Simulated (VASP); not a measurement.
# SiNi: single point with PBE

The system is SiNi.

```xyz
20
Lattice="6.4003 0.0758 0.0023 0.0758 6.4122 0.0415 0.0023 0.0415 6.5626" Properties=species:S:1:pos:R:3 pbc="T T T"
Si    6.4415    3.5742    1.7653
Si    4.8780    4.9582    3.4099
Si    0.3000   -0.2641    5.6172
Si    5.1628    2.9832    5.2839
Si    2.7332    4.2950    2.5193
Si    1.4693    1.2479    1.7077
Si    1.2458    4.1718    4.7297
Si    2.4811    1.3365    4.2752
Si    4.2586    1.9766    0.8800
Si    3.8362    5.0644   -0.1302
Ni    1.5516    4.7483    0.6638
Ni    1.0345    5.7096    2.8910
Ni    4.2178    2.7212    3.0103
Ni    4.7053    6.9994    5.0226
Ni    5.7734    5.6707    1.0114
Ni    6.7418    2.2556    3.7804
Ni    2.6282    0.5862    6.5949
Ni    3.5141    0.1452    2.4592
Ni    2.9499    3.0735    5.8170
Ni    0.6094    2.2636   -0.2848
```

```json
{
  "Program": "VASP 6.6.1",
  "Task": "single point",
  "Functional": "PBE",
  "Potentials or basis": "VASP PAW PBE potentials, release 64 (Si, Ni)",
  "Cutoff": "400 eV",
  "k mesh": "1 × 1 × 1, shifted",
  "Occupations": "fermi-dirac, width 0.0853 eV",
  "Spin": "no spin polarisation"
}
```

```
Pressure      : -5.2 GPa
Largest force : 1.944 eV/Å
```

Forces in eV/Å, atoms in the order of the input:
```
Si  -0.591 -1.167  0.374
Si   1.449  1.048 -0.366
Si   0.391  1.307 -0.535
Si  -0.327  0.388 -0.485
Si  -0.199 -0.077 -0.050
Si  -1.183  0.382  1.495
Si   0.052 -0.877 -0.094
Si  -0.398 -0.295 -0.546
Si   0.574 -0.683  0.360
Si   0.318  0.211  0.034
Ni   0.965 -0.106 -1.291
Ni  -0.301  0.110  1.458
Ni   0.420 -0.218  0.794
Ni  -0.092 -0.346  0.113
Ni  -1.608  0.666  0.763
Ni   0.237 -0.749 -0.662
Ni   0.033  0.318 -1.242
Ni  -0.460  0.501 -0.525
Ni   0.538  0.051  0.035
Ni   0.181 -0.465  0.370
```

Stress tensor (GPa, compression positive):
```
-2.16 -6.90 -2.06
-6.90 -6.28 -4.49
-2.06 -4.49 -7.23
```

Levels at points of the mesh, in eV from the Fermi level:
| k point | band 67 | band 68 | band 69 | band 70 | band 71 | band 72 | band 73 | band 74 |
| --- | --- | --- | --- | --- | --- | --- | --- | --- |
| (0.25, 0.25, 0.25) | -0.82 | -0.45 | -0.31 | -0.13 | 0.12 | 0.51 | 0.65 | 0.75 |

It took 45 s on 1 thread of Intel(R) Xeon(R) Platinum 8488C (Sapphire Rapids), on a shared host, peak memory 0.28 GiB.

Caveat: the atoms stand as in a frame of molecular dynamics. Spin polarisation is off, so any magnetic state and its effect on volume and gap are missing.
